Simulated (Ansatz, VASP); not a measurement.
## One calculation of BaS, two programs

```
Ba S
1.0
     0.00000    3.26126    3.26126
     3.26126    0.00000    3.26126
     3.26126    3.26126    0.00000
Ba S
1 1
Cartesian
  0.0000 0.0000 0.0000
  3.2613 3.2613 3.2613
```

Change from the starting cell: hydrostatic strain +1.5%.

Alike in both runs: task single point; functional PBE; k mesh 8 × 8 × 8; occupations fermi-dirac, width 0.02 eV; no spin polarisation.

|  | VASP | Ansatz |
| --- | --- | --- |
| version | VASP 6.6.1 | Ansatz 0.2.0 |
| potentials or method | VASP PAW PBE potentials, release 64 (Ba_sv, S) | plane waves, PAW |
| plane-wave cutoff (eV) | 520 | 420 |
| valence electrons in the cell | 16 | 16 |

Ansatz gave:

| Property | Result |
| --- | --- |
| gap on the k mesh at the Fermi level (eV) | 2.29 |
| pressure (GPa) | -1.7 |

Task: What did VASP give for the same quantities?

Result: gap on the k mesh at the Fermi level (eV): 2.20; pressure (GPa): -1.2.

The functional is the same, so the differences come from potentials, cutoffs and numerics.

Neither program's run includes spin-orbit coupling.
